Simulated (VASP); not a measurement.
# AlN: single point with PBE

The system is AlN.

```xyz
4
Lattice="3.0921 0.0000 0.0000 -1.5461 2.6778 0.0000 0.0000 0.0000 4.9476" Properties=species:S:1:pos:R:3 pbc="T T T"
Al    0.0000    1.7852    0.0000
Al    1.5461    0.8926    2.4738
N     0.0000    1.7852    1.8801
N     1.5461    0.8926    4.3539
```

```yaml
Program: VASP 6.6.1
Task: single point
Functional: PBE
Potentials_or_basis: VASP PAW PBE potentials, release 64 (Al, N)
Cutoff: 520 eV
k_mesh: 7 × 7 × 4
Occupations: gaussian, width 0.01 eV
Spin: no spin polarisation
```

```
Pressure               : 7.8 GPa
Largest force          : 0.145 eV/Å
Band gap on the k mesh : 4.40 eV, direct
```

Forces in eV/Å, atoms in the order of the input:
```
Al   0.000  0.000 -0.145
Al   0.000  0.000 -0.145
N    0.000  0.000  0.145
N    0.000  0.000  0.145
```

Stress tensor (GPa, compression positive):
```
7.32 0.00 0.00
0.00 7.32 0.00
0.00 0.00 8.85
```

Levels at points of the mesh, in eV from the valence-band top:
```tsv
k point	band 5	band 6	band 7	band 8	band 9	band 10	band 11	band 12
(0.00, 0.00, 0.00)	-0.84	-0.18	-0.18	0.00	4.40	6.84	10.78	11.31
(0.00, 0.00, 0.50)	-0.52	-0.52	-0.52	-0.52	6.64	6.64	10.51	10.51
```

It took 8.1 s on 1 thread of Intel(R) Xeon(R) Platinum 8488C (Sapphire Rapids), with other jobs on the host, peak memory 0.15 GiB.
